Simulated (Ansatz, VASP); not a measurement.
**YMn2 in VASP and in Ansatz**

```
Y Mn
1.0
     0.00000    3.23017    3.23017
     3.23017    0.00000    3.23017
     3.23017    3.23017    0.00000
Y Mn
1 2
Cartesian
  0.0000 0.0000 0.0000
  3.2302 3.2302 3.2302
  4.8453 4.8453 4.8453
```

Alike in both runs: task single point; functional PBE; k mesh 4 × 4 × 4; occupations gaussian, width 0.1 eV; collinear spin.

|  | VASP | Ansatz |
| --- | --- | --- |
| version | VASP 6.6.1 | Ansatz 0.2.0 |
| potentials or method | VASP PAW PBE potentials, release 64 (Y_sv, Mn_pv), cutoff 520 eV | scalar-relativistic, plane waves, PAW |
| valence electrons in the cell | 37 | 41 |

```csv
,VASP,Ansatz,Ansatz less VASP
gap on the k mesh at the Fermi level (eV),none,none,-
pressure (GPa),-0.2,-0.1,+0.09
net moment per atom (μB),2.23,2.23,0.000
size of the moment on the site where the two differ most (μB),0.23,0.16,-0.065
```

Site moments also hang on the region over which each program counts them. A gap of «none» marks a metal or a gap that the smearing closes. With one functional, cell and mesh, what is left measures potentials, basis and numerics. VASP's potentials hold 37 valence electrons a cell and Ansatz's 41, so a difference there can come from the potentials and not from the codes.

The k mesh is coarse, so the values compare programs but aren't converged.
